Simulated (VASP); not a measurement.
# FeSi (P2_13) in VASP: a series of runs, part 2 of 2

VASP 6.6.1. Earlier steps stand in the parts before.

## Step 3: Single point, PBE

This run uses another cell than the first one, of 10.67 Å³/atom, 1.032 times its volume.

INCAR

```
PREC = Accurate
ENCUT = 600
EDIFF = 1E-6
ISMEAR = 0
SIGMA = 0.01
LREAL = False
LASPH = True
NELM = 120
ALGO = Normal
ISIF = 2
LWAVE = False
LCHARG = False
GGA = PE
NBANDS = 34
GGA_COMPAT = False
```

KPOINTS

```
regular mesh
0
Gamma
  6 6 6
```

POSCAR

```
FeSi
1.0
    4.4030518963      0.0000000000      0.0000000000
    0.0000000000      4.4030518963      0.0000000000
    0.0000000000      0.0000000000      4.4030518963
Fe Si
4 4
Direct
    0.8633399907      0.6366600093      0.3633399907
    0.6366600093      0.3633399907      0.8633399907
    0.3633399907      0.8633399907      0.6366600093
    0.1366600093      0.1366600093      0.1366600093
    0.1588681656      0.3411318344      0.6588681656
    0.3411318344      0.6588681656      0.1588681656
    0.6588681656      0.1588681656      0.3411318344
    0.8411318344      0.8411318344      0.8411318344
```

Potentials or basis: VASP PAW PBE potentials, release 64 (Fe, Si).

Started as:

```sh
> cat potpaw_PBE.64/Fe/POTCAR potpaw_PBE.64/Si/POTCAR > POTCAR
> mpirun -np 1 vasp_std > vasp.out
```

OUTCAR:

```text
PREC = Accurate
   ENCUT = 600
   EDIFF = 1E-6
   ISMEAR = 0
   LREAL = False
   LASPH = True
   NELM = 120
   ISIF = 2
   GGA = PE

 ion  position               nearest neighbor table
   1  0.863  0.637  0.363-   5 2.25   6 2.29   7 2.29   8 2.29   7 2.47   8 2.47   6 2.47   2 2.70
                             2 2.70   3 2.70   4 2.70   3 2.70   4 2.70
   2  0.637  0.363  0.863-   6 2.25   5 2.29   7 2.29   8 2.29   5 2.47   7 2.47   8 2.47   1 2.70
                             1 2.70   3 2.70   3 2.70   4 2.70   4 2.70
   3  0.363  0.863  0.637-   7 2.25   6 2.29   5 2.29   8 2.29   6 2.47   5 2.47   8 2.47   1 2.70
                             4 2.70   2 2.70   2 2.70   1 2.70   4 2.70
   4  0.137  0.137  0.137-   8 2.25   6 2.29   7 2.29   5 2.29   6 2.47   5 2.47   7 2.47   2 2.70
                             3 2.70   1 2.70   3 2.70   1 2.70   2 2.70
   5  0.159  0.341  0.659-   1 2.25   2 2.29   3 2.29   4 2.29   3 2.47   4 2.47   2 2.47   8 2.73
                             6 2.73   6 2.73   8 2.73   7 2.73   7 2.73
   6  0.341  0.659  0.159-   2 2.25   1 2.29   3 2.29   4 2.29   1 2.47   3 2.47   4 2.47   8 2.73
                             5 2.73   5 2.73   7 2.73   7 2.73   8 2.73
   7  0.659  0.159  0.341-   3 2.25   2 2.29   1 2.29   4 2.29   2 2.47   1 2.47   4 2.47   8 2.73
                             8 2.73   5 2.73   6 2.73   6 2.73   5 2.73
   8  0.841  0.841  0.841-   4 2.25   2 2.29   3 2.29   1 2.29   2 2.47   1 2.47   3 2.47   5 2.73
                             6 2.73   7 2.73   7 2.73   5 2.73   6 2.73

  LATTYP: Found a simple cubic cell.
 ALAT       =     4.4030518963

  Lattice vectors:

 A1 = (   4.4030518963,   0.0000000000,   0.0000000000)
 A2 = (   0.0000000000,   4.4030518963,   0.0000000000)
 A3 = (   0.0000000000,   0.0000000000,   4.4030518963)

Analysis of symmetry for initial positions (statically):
=====================================================================
 Subroutine PRICEL returns:
 Original cell was already a primitive cell.

 Routine SETGRP: Setting up the symmetry group for a
 simple cubic supercell.

 Subroutine GETGRP returns: Found 12 space group operations
 (whereof  3 operations were pure point group operations)
[... 156 lines left out ...]
   AEXX    =    0.0000 exact exchange contribution
   IVDW    =     0    specifies the selected vdW correction
   LEPSILON=     F    determine dielectric tensor
   LRPA    =     F    only Hartree local field effects (RPA)
 non-spin polarized calculation
 Gauss-broadening in eV      SIGMA  =   0.01
  energy-cutoff  :      600.00
  volume of cell :       85.36
 maximum number of plane-waves:      2897
   NGX = 17   NGY = 17   NGZ = 17

 number of electron      48.0000004 magnetization

 Free energy of the ion-electron system (eV)
  ---------------------------------------------------
  ext. energy  EPLUGINS =         0.00000000
  ---------------------------------------------------
  free energy    TOTEN  =       -58.72076348 eV

  energy without entropy =      -58.72076348  energy(sigma->0) =      -58.72076348

 E-fermi :  10.1592     XC(G=0): -12.9517

 val. band max:       10.1132091233   @ k =   0.5000   0.0000   0.0000
 cond. band min:      10.2884555653   @ k =  -0.1667   0.3333   0.0000
 fundamental gap:      0.1752464420
 Fermi energy:        10.1592304603

 k-point     1 :       0.0000    0.0000    0.0000
  band No.  band energies     occupation
      1      -3.3631      2.00000
      2       2.0962      2.00000
      3       2.0962      2.00000
      4       2.0962      2.00000
      5       4.9471      2.00000
      6       4.9471      2.00000
[... 877 lines left out ...]
     33      16.4471      0.00000
     34      16.4471      0.00000

------------------------ aborting loop because EDIFF is reached ----------------------------------------

  FORCE on cell =-STRESS in cart. coord.  units (eV):
  Direction    XX          YY          ZZ          XY          YZ          ZX
  --------------------------------------------------------------------------------------
  -------------------------------------------------------------------------------------
  Total        3.9953356      3.9953356      3.9953356      0.0000000      0.0000000      0.0000000
  in kB       74.9898416     74.9898416     74.9898416      0.0000000      0.0000000      0.0000000
  external PRESSURE =      74.9898416 kB  Pullay stress =       0.0000000 kB

 VOLUME and BASIS-vectors are now :
 -----------------------------------------------------------------------------
  energy-cutoff  :      600.00
  volume of cell :       85.36
      direct lattice vectors                 reciprocal lattice vectors
     4.403051896  0.000000000  0.000000000     0.227115197  0.000000000  0.000000000
     0.000000000  4.403051896  0.000000000     0.000000000  0.227115197  0.000000000
     0.000000000  0.000000000  4.403051896     0.000000000  0.000000000  0.227115197

 POSITION                                       TOTAL-FORCE (eV/Angst)
 -----------------------------------------------------------------------------------
      3.80133      2.80325      1.59980        -0.059657      0.059657     -0.059657
      2.80325      1.59980      3.80133         0.059657     -0.059657     -0.059657
      1.59980      3.80133      2.80325        -0.059657     -0.059657      0.059657
      0.60172      0.60172      0.60172         0.059657      0.059657      0.059657
      0.69950      1.50202      2.90103        -0.008960      0.008960     -0.008960
      1.50202      2.90103      0.69950         0.008960     -0.008960     -0.008960
      2.90103      0.69950      1.50202        -0.008960     -0.008960      0.008960
      3.70355      3.70355      3.70355         0.008960      0.008960      0.008960
 -----------------------------------------------------------------------------------
    total drift:                               -0.000001     -0.000001     -0.000000

  FREE ENERGIE OF THE ION-ELECTRON SYSTEM (eV)
  ---------------------------------------------------
  free  energy   TOTEN  =       -58.7207634835 eV

  energy  without entropy=      -58.7207634835  energy(sigma->0) =      -58.72076348
```

OSZICAR:

```text
N       E                     dE             d eps       ncg     rms          rms(c)
DAV:   1     0.373883319393E+03    0.37388E+03   -0.21803E+04  1632   0.178E+03
DAV:   2    -0.329181916693E+02   -0.40680E+03   -0.38570E+03  1632   0.387E+02
DAV:   3    -0.649528836573E+02   -0.32035E+02   -0.29021E+02  1828   0.128E+02
DAV:   4    -0.665211008225E+02   -0.15682E+01   -0.15449E+01  2400   0.267E+01
DAV:   5    -0.665545843671E+02   -0.33484E-01   -0.33450E-01  2374   0.389E+00    0.332E+01
DAV:   6    -0.706532755343E+02   -0.40987E+01   -0.14146E+02  2456   0.144E+02    0.297E+01
DAV:   7    -0.589354943602E+02    0.11718E+02   -0.53897E+01  2272   0.103E+02    0.934E+00
DAV:   8    -0.588291776434E+02    0.10632E+00   -0.36303E+00  2254   0.127E+01    0.319E+00
DAV:   9    -0.587301419242E+02    0.99036E-01   -0.27402E-01  2586   0.579E+00    0.126E+00
DAV:  10    -0.587210356834E+02    0.91062E-02   -0.21285E-02  2416   0.116E+00    0.334E-01
DAV:  11    -0.587208605527E+02    0.17513E-03   -0.15302E-03  2240   0.366E-01    0.174E-01
DAV:  12    -0.587207651587E+02    0.95394E-04   -0.18847E-04  2386   0.124E-01    0.563E-02
DAV:  13    -0.587207660442E+02   -0.88546E-06   -0.61082E-05  2644   0.622E-02    0.396E-02
DAV:  14    -0.587207634991E+02    0.25451E-05   -0.13420E-05  2260   0.275E-02    0.743E-03
DAV:  15    -0.587207634835E+02    0.15578E-07   -0.78949E-07   954   0.974E-03
   1 F= -.58720763E+02 E0= -.58720763E+02  d E =-.121844E-12
```

stdout:

```text
POSCAR found type information on POSCAR FeSi
 POSCAR found :  2 types and       8 ions
 scaLAPACK will be used
 LDA part: xc-table for (Slater+PW92), standard interpolation
 POSCAR, INCAR and KPOINTS ok, starting setup
 FFT: planning ... GRIDC
 FFT: planning ... GRID_SOFT
 FFT: planning ... GRID
 WAVECAR not read
 entering main loop
```

Wall time 70 s (1 thread of Intel Xeon Platinum 8488C (Sapphire Rapids), shared host); peak memory 0.23 GiB.

Results:

* Free energy: -58.7208 eV
* Pressure: 7.5 GPa
* Largest force: 0.103 eV/Å
* Band gap on the k mesh: 0.18 eV, indirect (the least direct gap lies 2.6 meV higher)

Forces on the atoms (eV/Å):
```
Fe  -0.060  0.060 -0.060
Fe   0.060 -0.060 -0.060
Fe  -0.060 -0.060  0.060
Fe   0.060  0.060  0.060
Si  -0.009  0.009 -0.009
Si   0.009 -0.009 -0.009
Si  -0.009 -0.009  0.009
Si   0.009  0.009  0.009
```

Levels at points of the mesh, in eV from the valence-band top:
```tsv
k point	band 21	band 22	band 23	band 24	band 25	band 26	band 27	band 28
(0.00, 0.00, 0.00)	-0.29	-0.29	-0.04	-0.04	0.70	0.70	0.70	3.19
(0.50, 0.00, 0.00)	-0.39	-0.39	0.00	0.00	0.21	0.21	1.79	1.79
(0.50, 0.50, 0.00)	-1.05	-1.05	-0.37	-0.37	0.67	0.67	1.37	1.37
(0.50, 0.50, 0.50)	-0.70	-0.70	-0.70	-0.70	0.53	0.53	0.53	0.53
```

A k mesh can miss the band edges. Spin polarisation is off, so any magnetic state and its effect on volume and gap are missing.

## Step 4: Single point, PBE (volume changed by -3%)

INCAR

```
SYSTEM = FeSi
ALGO = Normal ; EDIFF = 1E-6
ENCUT = 600 ; GGA = PE
GGA_COMPAT = .FALSE. ; ISIF = 2
ISMEAR = 0 ; LASPH = .TRUE.
LCHARG = .FALSE. ; LREAL = .FALSE.
LWAVE = .FALSE. ; NBANDS = 34
NELM = 120 ; PREC = Accurate
SIGMA = 0.01
```

KPOINTS

```
k-points
0
G
  6 6 6
  0 0 0
```

POSCAR

```
FeSi
1.0
    4.4027334862      0.0000000000      0.0000000000
    0.0000000000      4.4027334862      0.0000000000
    0.0000000000      0.0000000000      4.4027334862
Fe Si
4 4
Direct
    0.8639842230      0.6360157770      0.3639842230
    0.6360157770      0.3639842230      0.8639842230
    0.3639842230      0.8639842230      0.6360157770
    0.1360157770      0.1360157770      0.1360157770
    0.1592730393      0.3407269607      0.6592730393
    0.3407269607      0.6592730393      0.1592730393
    0.6592730393      0.1592730393      0.3407269607
    0.8407269607      0.8407269607      0.8407269607
```

Potentials or basis: VASP PAW PBE potentials, release 64 (Fe, Si).

Started as:

```sh
> cat potpaw_PBE.64/Fe/POTCAR potpaw_PBE.64/Si/POTCAR > POTCAR
> mpirun -np 1 vasp_std > vasp.out
```

OUTCAR:

```text
SYSTEM = FeSi
   EDIFF = 1E-6
   ENCUT = 600
   GGA = PE
   ISIF = 2
   ISMEAR = 0
   LASPH = .TRUE.
   LREAL = .FALSE.
   NELM = 120
   PREC = Accurate

 ion  position               nearest neighbor table
   1  0.864  0.636  0.364-   5 2.25   6 2.29   7 2.29   8 2.29   7 2.48   8 2.48   6 2.48   2 2.70
                             2 2.70   3 2.70   4 2.70   3 2.70   4 2.70
   2  0.636  0.364  0.864-   6 2.25   5 2.29   7 2.29   8 2.29   5 2.48   7 2.48   8 2.48   1 2.70
                             1 2.70   3 2.70   3 2.70   4 2.70   4 2.70
   3  0.364  0.864  0.636-   7 2.25   6 2.29   5 2.29   8 2.29   6 2.48   5 2.48   8 2.48   1 2.70
                             4 2.70   2 2.70   2 2.70   1 2.70   4 2.70
   4  0.136  0.136  0.136-   8 2.25   6 2.29   7 2.29   5 2.29   6 2.48   5 2.48   7 2.48   2 2.70
[... 1109 lines left out ...]
  external PRESSURE =      77.6061323 kB  Pullay stress =       0.0000000 kB

 VOLUME and BASIS-vectors are now :
 -----------------------------------------------------------------------------
  energy-cutoff  :      600.00
  volume of cell :       85.34
      direct lattice vectors                 reciprocal lattice vectors
     4.402733486  0.000000000  0.000000000     0.227131622  0.000000000  0.000000000
     0.000000000  4.402733486  0.000000000     0.000000000  0.227131622  0.000000000
     0.000000000  0.000000000  4.402733486     0.000000000  0.000000000  0.227131622

 POSITION                                       TOTAL-FORCE (eV/Angst)
 -----------------------------------------------------------------------------------
      3.80389      2.80021      1.60253        -0.095237      0.095237     -0.095237
      2.80021      1.60253      3.80389         0.095237     -0.095237     -0.095237
      1.60253      3.80389      2.80021        -0.095237     -0.095237      0.095237
      0.59884      0.59884      0.59884         0.095237      0.095237      0.095237
      0.70124      1.50013      2.90260        -0.036006      0.036006     -0.036006
      1.50013      2.90260      0.70124         0.036006     -0.036006     -0.036006
      2.90260      0.70124      1.50013        -0.036006     -0.036006      0.036006
      3.70150      3.70150      3.70150         0.036006      0.036006      0.036006
 -----------------------------------------------------------------------------------
    total drift:                               -0.000001     -0.000001     -0.000000

  FREE ENERGIE OF THE ION-ELECTRON SYSTEM (eV)
  ---------------------------------------------------
  free  energy   TOTEN  =       -58.7167722774 eV

  energy  without entropy=      -58.7167722774  energy(sigma->0) =      -58.71677228
```

Wall time 68 s (1 thread of Intel Xeon Platinum 8488C (Sapphire Rapids), shared host); peak memory 0.24 GiB.

Results:

```
Free energy            : -58.7168 eV
Pressure               : 7.8 GPa
Largest force          : 0.165 eV/Å
Band gap on the k mesh : 0.18 eV, indirect (the least direct gap lies 1.9 meV higher)
```

Forces in eV/Å, atoms in the order of the input:
```
Fe  -0.095  0.095 -0.095
Fe   0.095 -0.095 -0.095
Fe  -0.095 -0.095  0.095
Fe   0.095  0.095  0.095
Si  -0.036  0.036 -0.036
Si   0.036 -0.036 -0.036
Si  -0.036 -0.036  0.036
Si   0.036  0.036  0.036
```

Levels at points of the mesh, in eV from the valence-band top:
```tsv
k point	band 21	band 22	band 23	band 24	band 25	band 26	band 27	band 28
(0.00, 0.00, 0.00)	-0.29	-0.29	-0.04	-0.04	0.71	0.71	0.71	3.19
(0.50, 0.00, 0.00)	-0.39	-0.39	0.00	0.00	0.22	0.22	1.80	1.80
(0.50, 0.50, 0.00)	-1.05	-1.05	-0.37	-0.37	0.68	0.68	1.37	1.37
(0.50, 0.50, 0.50)	-0.69	-0.69	-0.69	-0.69	0.53	0.53	0.53	0.53
```

Caveat: the cell differs from its parent crystal (volume changed by -3%). A k mesh can miss the band edges.
